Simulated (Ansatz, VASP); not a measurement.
W in VASP and in Ansatz

The input INCAR:

```
SYSTEM = W
PREC = Accurate
ENCUT = 520
EDIFF = 1E-6
ISMEAR = 0
SIGMA = 0.15
LREAL = .False.
LASPH = .True.
NELM = 100
ALGO = Fast
ISIF = 2
LWAVE = .False.
LCHARG = .False.
GGA = CA
NBANDS = 13
```

File KPOINTS:

```
Automatic mesh
0
Gamma
  22 22 22
  0 0 0
```

POSCAR

```
W
1.0
    0.0000000000      2.2036069513      1.5367954879
    2.2036069513      0.0000000000      1.5367954879
    2.2036069513      2.2036069513      0.0000000000
W
1
Direct
    0.0000000000      0.0000000000      0.0000000000
```

Input for Ansatz:

```yaml
crystal:
  lattice:
    - [0.0, 2.2036069513, 1.5367954879]
    - [2.2036069513, 0.0, 1.5367954879]
    - [2.2036069513, 2.2036069513, 0.0]
  atoms:
    - { symbol: W, position: [0.0, 0.0, 0.0] }
basis:
  ecutwfc: 420
kpoints:
  mp_grid: { grid: [22, 22, 22] }
hamiltonian:
  xc: lda
  pseudopotentials: { kind: paw, azcp: { folder: soft_1 } }
scf:
  occupations: { method: gaussian, width: 0.15 }
output:
  forces: true
  stress: true
  eigenvalues: true
```

Alike in both runs: task single point; functional LDA; k mesh 22 × 22 × 22; occupations gaussian, width 0.15 eV; no spin polarisation.

|  | VASP | Ansatz |
| --- | --- | --- |
| version | VASP 6.6.1 | Ansatz 0.2.0 |
| potentials or method | VASP PAW LDA potentials, release 64 (W_sv), cutoff 520 eV | scalar-relativistic, plane waves, PAW |
| valence electrons in the cell | 14 | 14 |

Ansatz gave:

* gap on the k mesh at the Fermi level (eV): none
* pressure (GPa): 11.6
* traceless stress, the component that is largest in VASP (GPa): 3.22

Which values does VASP return?

gap on the k mesh at the Fermi level (eV): none; pressure (GPa): 13.7; traceless stress, the component that is largest in VASP (GPa): 3.23.

Ansatz warns that its potentials were made for another functional, while VASP's fit it. LDA's correlation is that of Perdew and Zunger in VASP and of Perdew and Wang (1992) in Ansatz. A gap of «none» marks a metal or a gap that the smearing closes.

Neither program's run includes spin-orbit coupling.
